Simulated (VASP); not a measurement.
Here is a VASP 6.6.1 calculation.

Contents of INCAR:

```
PREC = Accurate
ENCUT = 750
EDIFF = 1E-6
ISMEAR = 0
SIGMA = 0.1
LREAL = F
LASPH = T
NELM = 200
ALGO = Normal
ISIF = 2
LWAVE = F
LCHARG = F
GGA = PE
NBANDS = 17
GGA_COMPAT = F
LMAXMIX = 6
```

The input KPOINTS:

```
Automatic mesh
0
Gamma
  4 4 4
```

POSCAR

```
Li3Dy
1.0
    0.0000000000      3.5761058169      3.5761058169
    3.5761058169      0.0000000000      3.5761058169
    3.5761058169      3.5761058169      0.0000000000
Li Dy
3 1
Direct
    0.5000000000      0.5000000000      0.5000000000
    0.2500000000      0.2500000000      0.2500000000
    0.7500000000      0.7500000000      0.7500000000
    0.0000000000      0.0000000000      0.0000000000
```

Potentials or basis: VASP PAW PBE potentials, release 64 (Li_sv, Dy_3), 4f in core.

The run is started by

```sh
$ cat potpaw_PBE.64/Li_sv/POTCAR potpaw_PBE.64/Dy_3/POTCAR > POTCAR
$ mpirun -np 1 vasp_std > vasp.out
```

Task: Predict the pressure.

Result: 0.1 GPa.

Task: Predict the band gap on the k mesh.

Result: Zero (bands 9 and 10 overlap by 0.85 eV).

Caveat: the k points lie up to 0.38 Å⁻¹ apart, too coarse for converged energies and pressures of a metal; spin-orbit coupling is left out, which moves the levels of the heavy elements; the 4f electrons are frozen in the core, so they carry no moment and show no levels. Spin polarisation is off, so any magnetic state and its effect on volume and gap are missing.
